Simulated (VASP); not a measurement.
# Ir (Fm-3m) in VASP: notebook

Runs on Ir. Level: r2SCAN. Tasks: single point.

Program: VASP 6.6.1. These are calculated values, not measurements. Logs are shortened: lines on timing, memory, paths and dates and some standing lists are left out, and cuts for length are marked.

**1. The cell of the first run**

Symmetry: Fm-3m, No. 225, cubic system. The conventional cell has a = 3.846 Å, b = 3.846 Å, c = 3.846 Å, α = 90.00°, β = 90.00°, γ = 90.00°. Within 3.6 Å of Ir (site symmetry m-3m) lie 12 Ir at 2.72 Å.

**2. Single point, r2SCAN**

Contents of POSCAR:

```
Ir
1.0
    0.0000000000      1.9228496764      1.9228496764
    1.9228496764      0.0000000000      1.9228496764
    1.9228496764      1.9228496764      0.0000000000
Ir
1
Direct
    0.0000000000      0.0000000000      0.0000000000
```

Contents of INCAR.step1:

```
PREC = Accurate ; ENCUT = 550
ISMEAR = -1 ; SIGMA = 0.1
LREAL = F ; LASPH = T
NELM = 120 ; NBANDS = 14
GGA = PE ; ALGO = Normal
EDIFF = 1E-5 ; LWAVE = T
LCHARG = F ; GGA_COMPAT = F
```

Contents of INCAR.step2:

```
PREC = Accurate ; ENCUT = 550
EDIFF = 1E-6 ; ISMEAR = -1
SIGMA = 0.1 ; LREAL = F
LASPH = T ; NELM = 120
ALGO = Normal ; ISIF = 2
LWAVE = F ; LCHARG = F
METAGGA = R2SCAN ; LMIXTAU = T
NBANDS = 14 ; ISTART = 1
GGA_COMPAT = F
```

Contents of KPOINTS:

```
Automatic mesh
0
Gamma
  14 14 14
```

Potentials or basis: VASP PAW PBE potentials, release 64 (Ir_sv_GW).

On the command line:

```console
$ cat potpaw_PBE.64/Ir_sv_GW/POTCAR > POTCAR
$ cp INCAR.step1 INCAR
$ mpirun -np 1 vasp_std > vasp.out
$ cp INCAR.step2 INCAR
$ mpirun -np 1 vasp_std > vasp.out
```

OUTCAR:

```text
PREC = Accurate
   ENCUT = 550
   EDIFF = 1E-6
   ISMEAR = -1
   LREAL = F
   LASPH = T
   NELM = 120
   ISIF = 2
   METAGGA = R2SCAN
   ISTART = 1

 ion  position               nearest neighbor table
   1  0.000  0.000  0.000-

  LATTYP: Found a face centered cubic cell.
 ALAT       =     3.8456993528

  Lattice vectors:

 A1 = (   0.0000000000,   1.9228496764,   1.9228496764)
 A2 = (   1.9228496764,   0.0000000000,   1.9228496764)
 A3 = (   1.9228496764,   1.9228496764,   0.0000000000)

Analysis of symmetry for initial positions (statically):
=====================================================================
 Subroutine PRICEL returns:
 Original cell was already a primitive cell.

 Routine SETGRP: Setting up the symmetry group for a
 face centered cubic supercell.

 Subroutine GETGRP returns: Found 48 space group operations
 (whereof 48 operations were pure point group operations)
 out of a pool of 48 trial point group operations.

The static configuration has the point symmetry O_h .

Analysis of symmetry for dynamics (positions and initial velocities):
=====================================================================
 Subroutine PRICEL returns:
 Original cell was already a primitive cell.

 Routine SETGRP: Setting up the symmetry group for a
 face centered cubic supercell.

 Subroutine GETGRP returns: Found 48 space group operations
 (whereof 48 operations were pure point group operations)
 out of a pool of 48 trial point group operations.

The dynamic configuration has the point symmetry O_h .

 Subroutine INISYM returns: Found 48 space group operations
 (whereof 48 operations are pure point group operations),
 and found     1 'primitive' translations

----------------------------------------------------------------------------------------

                                     Primitive cell

  volume of cell :      14.2189

  direct lattice vectors                    reciprocal lattice vectors
     0.000000000  1.922849676  1.922849676    -0.260030727  0.260030727  0.260030727
     1.922849676  0.000000000  1.922849676     0.260030727 -0.260030727  0.260030727
     1.922849676  1.922849676  0.000000000     0.260030727  0.260030727 -0.260030727

  length of vectors
     2.719320091  2.719320091  2.719320091     0.450386431  0.450386431  0.450386431

  position of ions in fractional coordinates (direct lattice)
[... 83 lines left out ...]
   ISIF   =      2    stress and relaxation
   ISYM   =      2    0-nonsym 1-usesym 2-fastsym
   POTIM  = 0.5000    time-step for ionic-motion
   TEBEG  =    0.0;   TEEND  =   0.0 temperature during run
   PSTRESS=    0.0 pullay stress
   NELECT =      17.0000    total number of electrons
   NUPDOWN=      -1.0000    fix difference up-down
   EMIN   =  10.00;   EMAX   =-10.00  energy-range for DOS
   EFERMI =   0.00;   METHOD = LEGACY
   ISMEAR =    -1;   SIGMA  =   0.10  broadening in eV -4-tet -1-fermi 0-gaus
   EFERMI_NEDOS =   21; number of points for ismear=-14 and -15
   IALGO  =     38    algorithm
   IMIX   =      4    mixing-type and parameters
     AMIX     =   0.40;   BMIX     =  1.00
     AMIX_MAG =   1.60;   BMIX_MAG =  1.00
  volume/ion in A,a.u.               =      14.22        95.95
  Fermi-wavevector in a.u.,A,eV,Ry     =   1.737544  3.283482 41.076793  3.019059
  Thomas-Fermi vector in A             =   2.810747
   LORBIT       =      0    0 simple, 1 ext, 2 COOP (PROOUT), +10 PAW based schemes
   METAGGA = R2SCAN    functional components
   LHFCALC =     F    Hartree Fock is set to
   AEXX    =    0.0000 exact exchange contribution
   IVDW    =     0    specifies the selected vdW correction
   LEPSILON=     F    determine dielectric tensor
   LRPA    =     F    only Hartree local field effects (RPA)
 non-spin polarized calculation
  energy-cutoff  :      550.00
  volume of cell :       14.22
 maximum number of plane-waves:       444
 NGX is ok and might be reduce to    24
   NGX = 11   NGY = 11   NGZ = 11

 number of electron      17.0000000 magnetization

 Free energy of the ion-electron system (eV)
  ---------------------------------------------------
  ext. energy  EPLUGINS =         0.00000000
  ---------------------------------------------------
  free energy    TOTEN  =       -52.91184753 eV

  energy without entropy =      -52.87836319  energy(sigma->0) =      -52.89510536

 E-fermi :  12.4892     XC(G=0): -15.8618

 val. band max:       12.4889681305   @ k =   0.5000   0.4286   0.0000
 cond. band min:      12.4917864535   @ k =   0.5000   0.3571   0.1429
 fundamental gap:      0.0028183231
 Fermi energy:        12.4891609495

 k-point     1 :       0.0000    0.0000    0.0000
  band No.  band energies     occupation
      1     -82.4617      2.00000
      2     -38.2730      2.00000
      3     -38.2730      2.00000
      4     -38.2730      2.00000
      5       1.1210      2.00000
      6       8.5993      2.00000
      7       8.5993      2.00000
      8       8.5993      2.00000
      9      11.2861      1.99999
     10      11.2861      1.99999
     11      26.8466      0.00000
     12      32.6158      0.00000
     13      32.6158      0.00000
     14      32.6158      0.00000
[... 377 lines left out ...]
      1     -82.4190      2.00000
      2     -38.6917      2.00000
      3     -38.3903      2.00000
      4     -38.3808      2.00000
      5       3.9785      2.00000
      6       7.1928      2.00000
      7       8.9340      2.00000
      8       9.7290      2.00000
      9      11.1046      2.00000
     10      12.2756      1.78864
     11      28.0149      0.00000
     12      30.6609      0.00000
     13      33.1293      0.00000
     14      34.0024      0.00000

 [... further k-points ...]

------------------------ aborting loop because EDIFF is reached ----------------------------------------

  FORCE on cell =-STRESS in cart. coord.  units (eV):
  Direction    XX          YY          ZZ          XY          YZ          ZX
  --------------------------------------------------------------------------------------
  -------------------------------------------------------------------------------------
  Total       -0.1939273     -0.1939273     -0.1939273      0.0000000      0.0000000      0.0000000
  in kB      -21.8516097    -21.8516097    -21.8516097      0.0000000      0.0000000      0.0000000
  external PRESSURE =     -21.8516097 kB  Pullay stress =       0.0000000 kB

 VOLUME and BASIS-vectors are now :
 -----------------------------------------------------------------------------
  energy-cutoff  :      550.00
  volume of cell :       14.22
      direct lattice vectors                 reciprocal lattice vectors
     0.000000000  1.922849676  1.922849676    -0.260030727  0.260030727  0.260030727
     1.922849676  0.000000000  1.922849676     0.260030727 -0.260030727  0.260030727
     1.922849676  1.922849676  0.000000000     0.260030727  0.260030727 -0.260030727

 POSITION                                       TOTAL-FORCE (eV/Angst)
 -----------------------------------------------------------------------------------
      0.00000      0.00000      0.00000        -0.000000      0.000000     -0.000000
 -----------------------------------------------------------------------------------
    total drift:                                0.000000     -0.000000     -0.000000

  FREE ENERGIE OF THE ION-ELECTRON SYSTEM (eV)
  ---------------------------------------------------
  free  energy   TOTEN  =       -52.9118475286 eV

  energy  without entropy=      -52.8783631949  energy(sigma->0) =      -52.89510536
```

Wall time 42 s (1 thread of Intel Xeon 6975P-C (Granite Rapids), shared host); peak memory 0.16 GiB.

Results:

| Property | Result |
| --- | --- |
| Free energy | -52.9118 eV |
| Pressure | -2.2 GPa |

Levels at points of the mesh, in eV from the Fermi level:
```tsv
k point	band 5	band 6	band 7	band 8	band 9	band 10	band 11	band 12
(0.00, 0.00, 0.00)	-11.37	-3.89	-3.89	-3.89	-1.20	-1.20	14.36	20.13
(0.50, 0.00, 0.00)	-8.27	-4.04	-4.04	-0.61	1.01	1.01	7.73	14.11
(0.50, 0.50, 0.00)	-8.06	-7.48	0.91	1.64	1.64	1.83	11.14	12.11
```

Caveat: the PAW data sets were made with another functional, which shifts forces and pressure a little; spin-orbit coupling is left out, which moves the levels of the heavy elements.

**3. Single point, r2SCAN**

POSCAR is that of step 2.

Contents of INCAR.step1:

```
SYSTEM = Ir
ALGO = Normal ; EDIFF = 1E-5
ENCUT = 550 ; GGA = PE
GGA_COMPAT = .FALSE. ; ISMEAR = -1
LASPH = .TRUE. ; LCHARG = .FALSE.
LREAL = .FALSE. ; LWAVE = .TRUE.
NBANDS = 14 ; NELM = 120
PREC = Accurate ; SIGMA = 0.1
```

Contents of INCAR.step2:

```
SYSTEM = Ir
ALGO = Normal ; EDIFF = 1E-6
ENCUT = 550 ; GGA_COMPAT = .FALSE.
ISIF = 2 ; ISMEAR = -1
ISTART = 1 ; LASPH = .TRUE.
LCHARG = .TRUE. ; LELF = .TRUE.
LMIXTAU = .TRUE. ; LREAL = .FALSE.
LVHAR = .TRUE. ; LWAVE = .FALSE.
METAGGA = R2SCAN ; NBANDS = 14
NELM = 120 ; PREC = Accurate
SIGMA = 0.1
```

Contents of KPOINTS:

```
k-points
0
G
  14 14 14
  0 0 0
```

Potentials or basis: VASP PAW PBE potentials, release 64 (Ir_sv_GW).

On the command line:

```console
$ cat potpaw_PBE.64/Ir_sv_GW/POTCAR > POTCAR
$ cp INCAR.step1 INCAR
$ mpirun -np 1 vasp_std > vasp.out
$ cp INCAR.step2 INCAR
$ mpirun -np 1 vasp_std > vasp.out
```

Run time: 66 s. Hardware: 1 thread of Intel Xeon Platinum 8259CL at 2.50GHz (Skylake/Cascade Lake), shared host; peak memory 0.16 GiB.

Results (log left out):

```
Free energy : -52.9118 eV
Pressure    : -2.2 GPa
```

Levels at points of the mesh, in eV from the Fermi level:
```tsv
k point	band 6	band 7	band 8	band 9	band 10	band 11
(0.00, 0.00, 0.00)	-3.89	-3.89	-3.89	-1.20	-1.20	14.36
(0.50, 0.00, 0.00)	-4.04	-4.04	-0.61	1.01	1.01	7.73
(0.50, 0.50, 0.00)	-7.48	0.91	1.64	1.64	1.83	11.14
```

Caveat: the PAW data sets were made with another functional, which shifts forces and pressure a little; spin-orbit coupling is left out, which moves the levels of the heavy elements.

**4. Single point, r2SCAN**

POSCAR is that of step 3.

Contents of INCAR.step1:

```
PREC = Accurate ; ENCUT = 550
ISMEAR = -1 ; SIGMA = 0.2
LREAL = False ; LASPH = True
NELM = 120 ; NBANDS = 14
GGA = PE ; ALGO = Normal
EDIFF = 1E-5 ; LWAVE = True
LCHARG = False ; GGA_COMPAT = False
```

Contents of INCAR.step2:

```
PREC = Accurate ; ENCUT = 550
EDIFF = 1E-6 ; ISMEAR = -1
SIGMA = 0.2 ; LREAL = False
LASPH = True ; NELM = 120
ALGO = Normal ; ISIF = 2
LWAVE = False ; LCHARG = True
METAGGA = R2SCAN ; LMIXTAU = True
LELF = True ; LVHAR = True
NBANDS = 14 ; ISTART = 1
GGA_COMPAT = False
```

Contents of KPOINTS:

```
Automatic mesh
0
Gamma
  14 14 14
```

On the command line:

```console
$ cat potpaw_PBE.64/Ir_sv_GW/POTCAR > POTCAR
$ cp INCAR.step1 INCAR
$ mpirun -np 1 vasp_std > vasp.out
$ cp INCAR.step2 INCAR
$ mpirun -np 1 vasp_std > vasp.out
```

It took 2.1 min on 1 thread of AMD EPYC 7R43 (Zen 3), shared host; peak memory 0.13 GiB.

Results (log left out):

```yaml
Free_energy: -52.9596 eV
Pressure: -1.3 GPa
```

Levels at points of the mesh, in eV from the Fermi level:
```csv
k point,band 6,band 7,band 8,band 9,band 10,band 11
"(0.00, 0.00, 0.00)",-3.91,-3.91,-3.91,-1.23,-1.23,14.33
"(0.50, 0.00, 0.00)",-4.07,-4.07,-0.64,0.99,0.99,7.70
"(0.50, 0.50, 0.00)",-7.51,0.89,1.62,1.62,1.81,11.11
```

Caveat: the PAW data sets were made with another functional, which shifts forces and pressure a little; spin-orbit coupling is left out, which moves the levels of the heavy elements.
